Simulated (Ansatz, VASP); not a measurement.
Cu in VASP and in Ansatz

```xyz
2
Lattice="0.0000 2.6835 2.6835 2.6835 0.0000 2.6835 2.6835 2.6835 0.0000" Properties=species:S:1:pos:R:3 pbc="T T T"
Cu    0.6709    0.6709    0.6709
Cu    4.6962    4.6962    4.6962
```

Alike in both runs: task single point; functional PBEsol; k mesh 17 × 17 × 17; occupations fermi-dirac, width 0.1 eV; no spin polarisation.

|  | VASP | Ansatz |
| --- | --- | --- |
| version | VASP 6.6.1 | Ansatz 0.2.0 |
| potentials or method | VASP PAW PBE potentials, release 64 (Cu), cutoff 520 eV | plane waves (420 eV) with PAW, scalar-relativistic |
| valence electrons in the cell | 22 | 38 |

|  | VASP | Ansatz | Ansatz less VASP |
| --- | --- | --- | --- |
| pressure (GPa) | -4.0 | -4.3 | -0.32 |

VASP's potentials were made for PBE, not for PBEsol, and Ansatz warns of the same on its side. With one functional, cell and mesh, what is left measures potentials, basis and numerics. VASP's potentials hold 22 valence electrons a cell and Ansatz's 38, so a difference there can come from the potentials and not from the codes.
